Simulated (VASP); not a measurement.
A run of VASP 6.6.1 is set up as follows.

The input INCAR:

```
SYSTEM = SbMo
PREC = Accurate
ENCUT = 600
EDIFF = 1E-6
ISMEAR = 0
SIGMA = 0.05
LREAL = .FALSE.
LASPH = .TRUE.
NELM = 80
ALGO = Normal
ISIF = 3
LWAVE = .FALSE.
LCHARG = .FALSE.
GGA = PS
IBRION = 2
NSW = 80
EDIFFG = -0.01
```

KPOINTS

```
regular mesh
0
G
  10 10 6
  0 0 0
```

The input POSCAR:

```
SbMo
1.0
    4.0693871921      0.0000000000      0.0000000000
   -2.0346935960      3.5241926862      0.0000000000
    0.0000000000      0.0000000000      5.6717294824
Mo Sb
2 2
Direct
    0.0000000000      0.0000000000      0.0000000000
    0.0000000000      0.0000000000      0.5000000000
    0.3333333333      0.6666666667      0.2500000000
    0.6666666667      0.3333333333      0.7500000000
```

Potentials or basis: VASP PAW PBE potentials, release 64 (Mo_sv, Sb).

Command:

```sh
$ cat potpaw_PBE.64/Mo_sv/POTCAR potpaw_PBE.64/Sb/POTCAR > POTCAR
$ mpirun -np 1 vasp_std > vasp.out
```

Estimate the relaxed volume.

20.87 Å³/atom.

What does it give for the relaxed cell?

a = 4.303 Å, b = 4.303 Å, c = 5.208 Å, α = 90.00°, β = 90.00°, γ = 120.00°.

Estimate the space group after relaxing (to 0.1 Å).

P6_3/mmc (No. 194).

What does it give for the band gap on the k mesh?

Zero (bands 19 and 20 overlap by 1.55 eV).

Step by step:
```tsv
step	energy change (eV)	largest force (eV/Å)	pressure (GPa)	volume (Å³)
1	0.0000	0.0000	1.72	81.34
2	-0.1496	0.0000	-2.10	83.85
3	-0.1984	0.0000	-4.26	85.55
4	-0.2700	0.0000	-1.28	84.07
5	-0.2757	0.0000	-0.16	83.57
6	-0.2757	0.0000	-0.08	83.53
7	-0.2757	0.0000	-0.03	83.50
```

Caveat: the PAW data sets were made with another functional, which shifts forces and pressure a little; spin-orbit coupling is left out, which moves the levels of the heavy elements.
